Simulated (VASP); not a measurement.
Set up this calculation in VASP 6.6.1, as the native input.

```
Task                   : single point
Functional             : PBEsol
Potentials or basis    : VASP PAW PBE potentials, release 64 (Ca_sv, Se)
Cutoff                 : 520 eV
k mesh                 : 8 × 8 × 8
Occupations            : gaussian, width 0.01 eV
Spin                   : no spin polarisation
Dipole correction      : no
Further INCAR settings : ALGO = Normal; EDIFF = 1e-07; NBANDS = 15
```

The structure of CaSe lies in POSCAR:

```
CaSe
1.0
    0.0000000000      2.8697133804      2.8697133804
    2.8697133804      0.0000000000      2.8697133804
    2.8697133804      2.8697133804      0.0000000000
Ca Se
1 1
Direct
    0.0000000000      0.0000000000      0.0000000000
    0.5000000000      0.5000000000      0.5000000000
```

These files were run (other wordings do the same):

INCAR

```
ALGO = Normal
EDIFF = 1E-7
ENCUT = 520
GGA = PS
ISIF = 2
ISMEAR = 0
LASPH = True
LCHARG = False
LREAL = False
LWAVE = False
NBANDS = 15
NELM = 80
PREC = Accurate
SIGMA = 0.01
```

KPOINTS

```
k-points
0
Gamma
  8 8 8
```

Potentials or basis: VASP PAW PBE potentials, release 64 (Ca_sv, Se).

Launch:

```sh
$ cat potpaw_PBE.64/Ca_sv/POTCAR potpaw_PBE.64/Se/POTCAR > POTCAR
$ mpirun -np 1 vasp_std > vasp.out
```

It gave:

```json
{"Pressure": "4.2 GPa", "Band gap on the k mesh": "1.67 eV, indirect (least direct gap 2.71 eV)"}
```

Caveat: the PAW data sets were made with another functional, which shifts forces and pressure a little.

Wall time 25 s on 1 thread of Intel Xeon 6975P-C, on a shared host, peak memory 0.18 GiB.
